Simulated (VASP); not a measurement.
Crystal: AgCl.

```xyz
2
Lattice="0.0000 2.7732 2.7732 2.7732 0.0000 2.7732 2.7732 2.7732 0.0000" Properties=species:S:1:pos:R:3 pbc="T T T"
Ag    0.0000    0.0000    0.0000
Cl    2.7732    2.7732    2.7732
```

Base run:

* Program: VASP 6.6.1
* Functional: r2SCAN
* Potentials or basis: VASP PAW PBE potentials, release 64 (Ag, Cl)
* Cutoff: 550 eV
* k mesh: 8 × 8 × 8
* Occupations: gaussian, width 0.01 eV
* Spin: no spin polarisation

Its results: band gap on the k mesh 1.42 eV (least direct gap 3.70 eV); pressure -0.1 GPa.

Q: The run is repeated on the same cell with these changes: functional from r2SCAN to PBEsol; cutoff from 550 eV to 500 eV; k mesh from 8 × 8 × 8 to 6 × 6 × 6. What comes out?

A: Band gap on the k mesh 0.73 eV (least direct gap 3.06 eV); pressure -2.7 GPa.

Several settings changed at once.

Caveats: the PAW data sets were made with another functional, which shifts forces and pressure a little; semilocal functionals underestimate gaps, and a narrow one can read as zero (at least some runs).

A k mesh can miss the band edges.
